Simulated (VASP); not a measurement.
Wanted: the native input for a VASP 6.6.1 run.

* Task: single point
* Functional: PBE
* Potentials or basis: VASP PAW PBE potentials, release 64 (Pb_d)
* Cutoff: 520 eV
* k mesh: 16 × 16 × 16
* Occupations: gaussian, width 0.15 eV
* Spin: no spin polarisation
* Dipole correction: no
* Further INCAR settings: ALGO = Fast; EDIFF = 1e-07; NBANDS = 13

The structure of Pb lies in POSCAR:

```
Pb
1.0
    0.0000000000      2.4698000000      2.6673840000
    2.4698000000      0.0000000000      2.6673840000
    2.4698000000      2.4698000000      0.0000000000
Pb
1
Direct
    0.0000000000      0.0000000000      0.0000000000
```

This cell differs from its parent crystal: strain +0.000 along x and y, +0.080 along z.

The input as run:

INCAR

```
ALGO = Fast
EDIFF = 1E-7
ENCUT = 520
GGA = PE
ISIF = 2
ISMEAR = 0
LASPH = True
LCHARG = False
LREAL = False
LWAVE = False
NBANDS = 13
NELM = 80
PREC = Accurate
SIGMA = 0.15
```

KPOINTS

```
k-points
0
Gamma
  16 16 16
```

Potentials or basis: VASP PAW PBE potentials, release 64 (Pb_d).

The run is started by

```sh
$ cat potpaw_PBE.64/Pb_d/POTCAR > POTCAR
$ mpirun -np 1 vasp_std > vasp.out
```

It gave:

The pressure is -0.7 GPa. The band gap on the k mesh is zero (band 7 reaches 13.37 eV, above the bottom of band 8 at 4.80 eV).

Caveat: the cell differs from its parent crystal (strain +0.000 along x and y, +0.080 along z); spin-orbit coupling is left out, which moves the levels of the heavy elements.

Run time: 2.2 min on 1 thread of Intel Xeon 6975P-C, with other jobs on the host, peak memory 0.26 GiB.
